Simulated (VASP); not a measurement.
# TaN (P3m1) in VASP: notebook

The runs below take TaN through single point, with PBEsol.

Program: VASP 6.6.1. These are calculated values, not measurements. Logs are shortened: lines on timing, memory, paths and dates and some standing lists are left out, and cuts for length are marked.

## 1. The cell of the first run

It takes space group P3m1 (No. 156, trigonal). Conventional cell: a = 2.924 Å, b = 2.924 Å, c = 8.312 Å, α = 90.00°, β = 90.00°, γ = 120.00°. Within 2.7 Å of Ta (site symmetry 3m) lie 6 N at 2.03 to 2.22 Å and 1 Ta at 2.57 Å. Ta (site symmetry 3m) has 6 N at 2.22 Å and 8 Ta at 2.87 to 2.92 Å within 3.0 Å. Within 3.0 Å of Ta (site symmetry 3m) lie 6 N at 2.22 Å and 8 Ta at 2.57 to 2.92 Å. N (site symmetry 3m) has 6 Ta at 2.03 to 2.22 Å and 1 N at 2.57 Å within 2.7 Å. Within 3.0 Å of N (site symmetry 3m) lie 6 Ta at 2.22 Å and 8 N at 2.57 to 2.92 Å. N (site symmetry 3m) has 6 Ta at 2.22 Å and 8 N at 2.87 to 2.92 Å within 3.0 Å.

## 2. Single point, PBEsol (the distance across one plane changed)

The input, INCAR:

```
SYSTEM = TaN
PREC = Accurate
ENCUT = 520
EDIFF = 1E-6
ISMEAR = 0
SIGMA = 0.15
LREAL = .FALSE.
LASPH = .TRUE.
NELM = 100
ALGO = Normal
ISIF = 2
LWAVE = .FALSE.
LCHARG = .FALSE.
GGA = PS
NBANDS = 33
```

The input, KPOINTS:

```
Automatic mesh
0
G
  23 23 7
  0 0 0
```

The input, POSCAR:

```
TaN
1.0
   -2.9239890447      0.0000000000      0.0000000000
   -1.4619945224     -2.5322487931      0.0000000000
    0.0000000000      0.0000000000      8.3121829280
Ta N
3 3
Direct
    0.3333333333      0.3333333333      0.0863236987
    0.3333333333      0.3333333333      0.4316875661
    0.3333333333      0.3333333333      0.7770514335
    0.0000000000      0.0000000000      0.9497333672
    0.0000000000      0.0000000000      0.2590056324
    0.0000000000      0.0000000000      0.6043694998
```

Potentials or basis: VASP PAW PBE potentials, release 64 (Ta_pv, N).

On the command line:

```console
cat potpaw_PBE.64/Ta_pv/POTCAR potpaw_PBE.64/N/POTCAR > POTCAR
mpirun -np 1 vasp_std > vasp.out
```

OUTCAR:

```text
SYSTEM = TaN
   PREC = Accurate
   ENCUT = 520
   EDIFF = 1E-6
   ISMEAR = 0
   LREAL = .FALSE.
   LASPH = .TRUE.
   NELM = 100
   ISIF = 2
   GGA = PS

 ion  position               nearest neighbor table
   1  0.333  0.333  0.086-   4 2.03   4 2.03   4 2.03   5 2.22   5 2.22   5 2.22   3 2.57   2 2.87

   2  0.333  0.333  0.432-   6 2.22   5 2.22   6 2.22   5 2.22   6 2.22   5 2.22   3 2.87   1 2.87

   3  0.333  0.333  0.777-   4 2.22   6 2.22   4 2.22   6 2.22   4 2.22   6 2.22   1 2.57   2 2.87

   4  0.000  0.000  0.950-   1 2.03   1 2.03   1 2.03   3 2.22   3 2.22   3 2.22
   5  0.000  0.000  0.259-   1 2.22   2 2.22   1 2.22   2 2.22   1 2.22   2 2.22
   6  0.000  0.000  0.604-   2 2.22   3 2.22   2 2.22   3 2.22   2 2.22   3 2.22

  LATTYP: Found a hexagonal cell.
 ALAT       =     2.9239890447
 C/A-ratio  =     2.8427544703

  Lattice vectors:

 A1 = (   1.4619945224,   2.5322487931,   0.0000000000)
 A2 = (  -2.9239890447,   0.0000000000,   0.0000000000)
 A3 = (   0.0000000000,   0.0000000000,   8.3121829280)

Analysis of symmetry for initial positions (statically):
=====================================================================
 Subroutine PRICEL returns:
 Original cell was already a primitive cell.

 Routine SETGRP: Setting up the symmetry group for a
 hexagonal supercell.

 Subroutine GETGRP returns: Found  6 space group operations
 (whereof  6 operations were pure point group operations)
 out of a pool of 24 trial point group operations.

The static configuration has the point symmetry C_3v.

Analysis of symmetry for dynamics (positions and initial velocities):
=====================================================================
 Subroutine PRICEL returns:
 Original cell was already a primitive cell.

 Routine SETGRP: Setting up the symmetry group for a
 hexagonal supercell.

 Subroutine GETGRP returns: Found  6 space group operations
 (whereof  6 operations were pure point group operations)
 out of a pool of 24 trial point group operations.

The dynamic configuration has the point symmetry C_3v.

 Subroutine INISYM returns: Found  6 space group operations
 (whereof  6 operations are pure point group operations),
 and found     1 'primitive' translations

----------------------------------------------------------------------------------------

                                     Primitive cell

  volume of cell :      61.5456

  direct lattice vectors                    reciprocal lattice vectors
    -2.923989045  0.000000000  0.000000000    -0.341998545  0.197452952  0.000000000
    -1.461994522 -2.532248793  0.000000000     0.000000000 -0.394905904  0.000000000
     0.000000000  0.000000000  8.312182928     0.000000000  0.000000000  0.120305341

  length of vectors
     2.923989045  2.923989045  8.312182928     0.394905904  0.394905904  0.120305341

  position of ions in fractional coordinates (direct lattice)
     0.333333333  0.333333333  0.086323699
     0.333333333  0.333333333  0.431687566
     0.333333333  0.333333333  0.777051433
     0.000000000  0.000000000  0.949733367
     0.000000000  0.000000000  0.259005632
     0.000000000  0.000000000  0.604369500

  ion indices of the primitive-cell ions
   primitive index   ion index
                 1           1
                 2           2
                 3           3
                 4           4
                 5           5
                 6           6

----------------------------------------------------------------------------------------

 KPOINTS: Automatic mesh

Automatic generation of k-mesh.
 Grid dimensions read from file:
 generate k-points for:   23   23    7

 Generating k-lattice:

  Cartesian coordinates                     Fractional coordinates (reciprocal lattice)
    -0.014869502  0.008584911  0.000000000     0.043478261  0.000000000  0.000000000
     0.000000000 -0.017169822  0.000000000     0.000000000  0.043478261  0.000000000
     0.000000000  0.000000000  0.017186477     0.000000000  0.000000000  0.142857143

  Length of vectors
     0.017169822  0.017169822  0.017186477

  Shift w.r.t. Gamma in fractional coordinates (k-lattice)
     0.000000000  0.000000000  0.000000000

 Subroutine IBZKPT returns following result:
 ===========================================

 Found    356 irreducible k-points:

 Following reciprocal coordinates:
            Coordinates               Weight
  0.000000  0.000000  0.000000      1.000000
  0.043478  0.000000  0.000000      6.000000
  0.086957 -0.000000  0.000000      6.000000
  0.130435  0.000000  0.000000      6.000000
  0.173913 -0.000000  0.000000      6.000000
  0.217391  0.000000  0.000000      6.000000
[... 16 lines left out ...]
 -0.478261  0.043478  0.000000      6.000000
  0.173913  0.086957  0.000000      6.000000
 [... further k-points ...]
   k-points           NKPTS =    356   k-points in BZ     NKDIM =    356   number of bands    NBANDS=     33
   number of dos      NEDOS =    301   number of ions     NIONS =      6
   total plane-waves  NPLWV =  36864
   dimension x,y,z NGX =    24 NGY =   24 NGZ =   64
   dimension x,y,z NGXF=    48 NGYF=   48 NGZF=  128
   ions per type =               3   3
   NGX,Y,Z   is equivalent  to a cutoff of  13.65, 13.65, 12.80 a.u.
   NGXF,Y,Z  is equivalent  to a cutoff of  27.29, 27.29, 25.60 a.u.
 SYSTEM =  TaN
   PREC   = accura    normal or accurate (medium, high low for compatibility)
   ISTART =      0    job   : 0-new  1-cont  2-samecut
   ICHARG =      2    charge: 1-file 2-atom 10-const
   ISPIN  =      1    spin polarized calculation?
   LNONCOLLINEAR =      F non collinear calculations
   LSORBIT =      F    spin-orbit coupling
   LASPH  =      T    aspherical Exc in radial PAW
   ENCUT  =  520.0 eV  38.22 Ry    6.18 a.u.   5.44  5.44 15.46*2*pi/ulx,y,z
   NELM   =    100;   NELMIN=  2; NELMDL= -5     # of ELM steps
   EDIFF  = 0.1E-05   stopping-criterion for ELM
   LREAL  =      F    real-space projection
   EDIFFG = 0.1E-04   stopping-criterion for IOM
   NSW    =      0    number of steps for IOM
   IBRION =     -1    ionic relax: 0-MD 1-quasi-New 2-CG
   NFREE  =      0    steps in history (QN), initial steepest desc. (CG)
   ISIF   =      2    stress and relaxation
   ISYM   =      2    0-nonsym 1-usesym 2-fastsym
   POTIM  = 0.5000    time-step for ionic-motion
   TEBEG  =    0.0;   TEEND  =   0.0 temperature during run
   PSTRESS=    0.0 pullay stress
   NELECT =      48.0000    total number of electrons
   NUPDOWN=      -1.0000    fix difference up-down
   EMIN   =  10.00;   EMAX   =-10.00  energy-range for DOS
   EFERMI =   0.00;   METHOD = LEGACY
   ISMEAR =     0;   SIGMA  =   0.15  broadening in eV -4-tet -1-fermi 0-gaus
   EFERMI_NEDOS =   21; number of points for ismear=-14 and -15
   IALGO  =     38    algorithm
   IMIX   =      4    mixing-type and parameters
     AMIX     =   0.40;   BMIX     =  1.00
     AMIX_MAG =   1.60;   BMIX_MAG =  1.00
  volume/ion in A,a.u.               =      10.26        69.22
  Fermi-wavevector in a.u.,A,eV,Ry     =   1.506918  2.847661 30.896119  2.270801
  Thomas-Fermi vector in A             =   2.617572
   LORBIT       =      0    0 simple, 1 ext, 2 COOP (PROOUT), +10 PAW based schemes
   GGA     = PS    functional components
   LHFCALC =     F    Hartree Fock is set to
   AEXX    =    0.0000 exact exchange contribution
   IVDW    =     0    specifies the selected vdW correction
   LEPSILON=     F    determine dielectric tensor
   LRPA    =     F    only Hartree local field effects (RPA)
 non-spin polarized calculation
 Gauss-broadening in eV      SIGMA  =   0.15
  energy-cutoff  :      520.00
  volume of cell :       61.55
 maximum number of plane-waves:      1699
 NGX is ok and might be reduce to    24
   NGX = 11   NGY = 11   NGZ = 31

 number of electron      48.0000006 magnetization

 Free energy of the ion-electron system (eV)
  ---------------------------------------------------
  ext. energy  EPLUGINS =         0.00000000
  ---------------------------------------------------
  free energy    TOTEN  =       -70.29884835 eV

  energy without entropy =      -70.29546130  energy(sigma->0) =      -70.29715482

 E-fermi :   8.5950     XC(G=0): -13.7589

 val. band max:        8.5939968186   @ k =   0.0435   0.0000   0.4286
 cond. band min:       8.5984394127   @ k =   0.0435   0.0000   0.1429
 fundamental gap:      0.0044425942
 Fermi energy:         8.5950485595

 k-point     1 :       0.0000    0.0000    0.0000
  band No.  band energies     occupation
      1     -27.2168      2.00000
      2     -26.7407      2.00000
      3     -25.8280      2.00000
      4     -25.8239      2.00000
      5     -25.8239      2.00000
      6     -25.7478      2.00000
[... 25 lines left out ...]
     32      12.7006      0.00000
     33      12.7006      0.00000

 k-point     2 :       0.0435    0.0000    0.0000
  band No.  band energies     occupation
      1     -27.2118      2.00000
      2     -26.7362      2.00000
      3     -25.8475      2.00000
      4     -25.8288      2.00000
      5     -25.8244      2.00000
      6     -25.7683      2.00000
[... 25 lines left out ...]
     32      12.6811      0.00000
     33      12.7296      0.00000

 k-point     3 :       0.0870   -0.0000    0.0000
  band No.  band energies     occupation
      1     -27.1971      2.00000
      2     -26.7230      2.00000
      3     -25.9137      2.00000
      4     -25.8427      2.00000
      5     -25.8295      2.00000
      6     -25.8147      2.00000
[... 25 lines left out ...]
     32      12.6350      0.00000
     33      12.7739      0.00000

 k-point     4 :       0.1304    0.0000    0.0000
  band No.  band energies     occupation
      1     -27.1737      2.00000
      2     -26.7021      2.00000
      3     -26.0174      2.00000
      4     -25.9222      2.00000
      5     -25.8648      2.00000
      6     -25.8036      2.00000
[... 25 lines left out ...]
     32      12.6264      0.00000
     33      12.7716      0.00000

 k-point     5 :       0.1739   -0.0000    0.0000
  band No.  band energies     occupation
      1     -27.1432      2.00000
      2     -26.6749      2.00000
      3     -26.1497      2.00000
      4     -26.0413      2.00000
      5     -25.9221      2.00000
      6     -25.8933      2.00000
[... 604 lines left out ...]
 k-point    22 :       0.4783    0.0435    0.0000
  band No.  band energies     occupation
      1     -26.9534      2.00000
      2     -26.9248      2.00000
      3     -26.7552      2.00000
      4     -26.6793      2.00000
      5     -26.4914      2.00000
      6     -26.0860      2.00000
[... 25 lines left out ...]
     32      14.0217      0.00000
     33      14.6278      0.00000

 k-point    23 :      -0.4783    0.0435    0.0000
  band No.  band energies     occupation
      1     -26.9654      2.00000
      2     -26.9260      2.00000
      3     -26.7732      2.00000
      4     -26.6974      2.00000
      5     -26.4870      2.00000
      6     -26.0908      2.00000
[... 25 lines left out ...]
     32      14.0238      0.00000
     33      14.6722      0.00000

 k-point    24 :       0.1739    0.0870    0.0000
  band No.  band energies     occupation
      1     -27.1603      2.00000
      2     -26.6901      2.00000
      3     -26.0711      2.00000
      4     -25.9705      2.00000
      5     -25.8825      2.00000
      6     -25.8454      2.00000
[... 25 lines left out ...]
     32      12.5778      0.00000
     33      12.6853      0.00000

 [... further k-points ...]

------------------------ aborting loop because EDIFF is reached ----------------------------------------

  FORCE on cell =-STRESS in cart. coord.  units (eV):
  Direction    XX          YY          ZZ          XY          YZ          ZX
  --------------------------------------------------------------------------------------
  -------------------------------------------------------------------------------------
  Total        4.4844912      4.4844912     15.9857957      0.0000000      0.0000000      0.0000000
  in kB      116.7418448    116.7418448    416.1478313      0.0000000      0.0000000      0.0000000
  external PRESSURE =     216.5438403 kB  Pullay stress =       0.0000000 kB

 VOLUME and BASIS-vectors are now :
 -----------------------------------------------------------------------------
  energy-cutoff  :      520.00
  volume of cell :       61.55
      direct lattice vectors                 reciprocal lattice vectors
    -2.923989045  0.000000000  0.000000000    -0.341998545  0.197452952  0.000000000
    -1.461994522 -2.532248793  0.000000000     0.000000000 -0.394905904  0.000000000
     0.000000000  0.000000000  8.312182928     0.000000000  0.000000000  0.120305341

 POSITION                                       TOTAL-FORCE (eV/Angst)
 -----------------------------------------------------------------------------------
     -1.46199     -0.84408      0.71754         0.000000      0.000000      8.019089
     -1.46199     -0.84408      3.58827        -0.000000      0.000000     -0.139989
     -1.46199     -0.84408      6.45899        -0.000000     -0.000000     -4.189790
      0.00000      0.00000      7.89436        -0.000000      0.000000     -4.213117
      0.00000      0.00000      2.15290         0.000000      0.000000      0.439398
      0.00000      0.00000      5.02363         0.000000      0.000000      0.084408
 -----------------------------------------------------------------------------------
    total drift:                               -0.000000     -0.000000     -0.000139

  FREE ENERGIE OF THE ION-ELECTRON SYSTEM (eV)
  ---------------------------------------------------
  free  energy   TOTEN  =       -70.2988483482 eV

  energy  without entropy=      -70.2954613015  energy(sigma->0) =      -70.29715482
```

Run time: 3.8 min. Hardware: 1 thread of Intel Xeon 6975P-C (Granite Rapids), shared host; peak memory 0.62 GiB.

Results:

* Free energy: -70.2988 eV
* Pressure: 21.7 GPa
* Largest force: 8.019 eV/Å
* Band gap on the k mesh: zero (bands 24 and 25 overlap by 0.12 eV)

Forces on the atoms (eV/Å):
```
Ta   0.000  0.000  8.019
Ta   0.000  0.000 -0.140
Ta   0.000  0.000 -4.190
N    0.000  0.000 -4.213
N    0.000  0.000  0.439
N    0.000  0.000  0.084
```

Levels at points of the mesh, in eV from the Fermi level:
| k point | band 20 | band 21 | band 22 | band 23 | band 24 | band 25 | band 26 | band 27 | band 28 | band 29 |
| --- | --- | --- | --- | --- | --- | --- | --- | --- | --- | --- |
| (0.00, 0.00, 0.00) | -3.83 | -3.83 | -2.58 | 0.01 | 0.01 | 0.28 | 0.28 | 0.84 | 2.28 | 2.40 |

Caveat: the cell differs from its parent crystal (the distance across one plane changed); the cell stands under pressure; the PAW data sets were made with another functional, which shifts forces and pressure a little; spin-orbit coupling is left out, which moves the levels of the heavy elements.

## 3. Single point, PBEsol (the distance across one plane changed)

The input, INCAR:

```
PREC     = Accurate       # precision mode
ENCUT    = 520            # plane-wave cutoff, eV
EDIFF    = 1E-6           # SCF threshold, eV
ISMEAR   = 0              # smearing method
SIGMA    = 0.15           # smearing width, eV
LREAL    = False          # projectors in reciprocal space
LASPH    = True           # aspherical terms in the spheres
NELM     = 80             # most SCF steps
ALGO     = Normal         # electronic algorithm
ISIF     = 2              # what is computed and relaxed
LWAVE    = False          # write WAVECAR
LCHARG   = False          # write CHGCAR
GGA      = PS             # functional
NBANDS   = 33             # bands
```

The input, KPOINTS:

```
regular mesh
0
Gamma
  23 23 7
```

The input, POSCAR:

```
TaN
1.0
   -2.9239890447      0.0000000000      0.0000000000
   -1.4619945224     -2.5322487931      0.0000000000
    0.0000000000      0.0000000000      8.8621829280
Ta N
3 3
Direct
    0.3333333333      0.3333333333      0.0809663240
    0.3333333333      0.3333333333      0.4048964060
    0.3333333333      0.3333333333      0.7288264880
    0.0000000000      0.0000000000      0.8907915290
    0.0000000000      0.0000000000      0.2429313650
    0.0000000000      0.0000000000      0.5668614470
```

Potentials or basis: VASP PAW PBE potentials, release 64 (Ta_pv, N).

On the command line:

```console
cat potpaw_PBE.64/Ta_pv/POTCAR potpaw_PBE.64/N/POTCAR > POTCAR
mpirun -np 1 vasp_std > vasp.out
```

Wall time 4.6 min (1 thread of Intel Xeon 6975P-C (Granite Rapids), shared host); peak memory 0.66 GiB.

It converged, with:

| Property | Result |
| --- | --- |
| Free energy | -70.9747 eV |
| Pressure | -7.3 GPa |
| Largest force | 3.127 eV/Å |
| Band gap on the k mesh | zero (bands 24 and 25 overlap by 0.24 eV) |

Forces on the atoms (eV/Å):
```
Ta   0.000  0.000 -3.127
Ta   0.000  0.000  0.190
Ta   0.000  0.000  2.024
N    0.000  0.000  1.331
N    0.000  0.000 -0.185
N    0.000  0.000 -0.234
```

Stress tensor (GPa, compression positive):
```
 -1.83   0.00   0.00
  0.00  -1.83   0.00
  0.00   0.00 -18.24
```

Levels at points of the mesh, in eV from the Fermi level:
| k point | band 21 | band 22 | band 23 | band 24 | band 25 | band 26 | band 27 | band 28 |
| --- | --- | --- | --- | --- | --- | --- | --- | --- |
| (0.00, 0.00, 0.00) | -3.06 | -2.94 | 0.11 | 0.11 | 0.35 | 0.41 | 0.41 | 1.14 |

Caveat: the cell differs from its parent crystal (the distance across one plane changed); the cell stands under tension; the PAW data sets were made with another functional, which shifts forces and pressure a little; spin-orbit coupling is left out, which moves the levels of the heavy elements.

## 4. Single point, PBEsol (the distance across one plane changed)

The input, INCAR:

```
SYSTEM = TaN
ALGO = Normal
EDIFF = 1E-6
ENCUT = 520
GGA = PS
ISIF = 2
ISMEAR = 0
LASPH = .TRUE.
LCHARG = .TRUE.
LELF = .TRUE.
LREAL = .FALSE.
LVHAR = .TRUE.
LWAVE = .FALSE.
NBANDS = 33
NELM = 60
PREC = Accurate
SIGMA = 0.15
```

The input, KPOINTS:

```
k-points
0
G
  23 23 7
  0 0 0
```

The input, POSCAR:

```
TaN
1.0
   -2.9239890447      0.0000000000      0.0000000000
   -1.4619945224     -2.5322487931      0.0000000000
    0.0000000000      0.0000000000     10.1121829280
Ta N
3 3
Direct
    0.3333333333      0.3333333333      0.0709578119
    0.3333333333      0.3333333333      0.3548458372
    0.3333333333      0.3333333333      0.6387338625
    0.0000000000      0.0000000000      0.7806778751
    0.0000000000      0.0000000000      0.2129018246
    0.0000000000      0.0000000000      0.4967898498
```

On the command line:

```console
cat potpaw_PBE.64/Ta_pv/POTCAR potpaw_PBE.64/N/POTCAR > POTCAR
mpirun -np 1 vasp_std > vasp.out
```

It took 6.6 min on 1 thread of Intel Xeon 6975P-C (Granite Rapids), shared host; peak memory 0.74 GiB.

The run converged. Its results:

| Property | Result |
| --- | --- |
| Free energy | -67.0549 eV |
| Pressure | -9.1 GPa |
| Largest force | 6.275 eV/Å |
| Band gap on the k mesh | zero (bands 24 and 25 overlap by 0.74 eV) |

Forces on the atoms (eV/Å):
```
Ta   0.000  0.000 -1.661
Ta   0.000  0.000  0.114
Ta   0.000  0.000  6.275
N    0.000  0.000 -3.851
N    0.000  0.000  0.177
N    0.000  0.000 -1.054
```

Stress tensor (GPa, compression positive):
```
 -2.19   0.00   0.00
  0.00  -2.19   0.00
  0.00   0.00 -22.79
```

Levels at points of the mesh, in eV from the Fermi level:
| k point | band 22 | band 23 | band 24 | band 25 | band 26 | band 27 |
| --- | --- | --- | --- | --- | --- | --- |
| (0.00, 0.00, 0.00) | -1.14 | -0.04 | 0.44 | 0.44 | 0.54 | 1.38 |

Caveat: the cell differs from its parent crystal (the distance across one plane changed); the cell stands under tension; the PAW data sets were made with another functional, which shifts forces and pressure a little; spin-orbit coupling is left out, which moves the levels of the heavy elements.

(Part 1 of 2 ends here.)
